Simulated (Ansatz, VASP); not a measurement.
**K: VASP beside Ansatz**

```xyz
1
Lattice="-2.5242 2.5242 2.5242 2.5242 -2.5242 2.5242 2.5242 2.5242 -2.5242" Properties=species:S:1:pos:R:3 pbc="T T T"
K     0.0000    0.0000    0.0000
```

Alike in both runs: task single point; functional LDA; k mesh 9 × 9 × 9; occupations fermi-dirac, width 0.1 eV; no spin polarisation.

```csv
,VASP,Ansatz
version,VASP 6.6.1,Ansatz 0.2.0
potentials or method,"VASP PAW LDA potentials, release 64 (K_sv), cutoff 520 eV","plane waves (800 eV) with PAW, scalar-relativistic"
valence electrons in the cell,9,9
```

```tsv
	VASP	Ansatz	Ansatz less VASP
pressure (GPa)	0.0	0.0	+0.02
```

Ansatz warns that its potentials were made for another functional, while VASP's fit it. LDA's correlation is that of Perdew and Zunger in VASP and of Perdew and Wang (1992) in Ansatz.
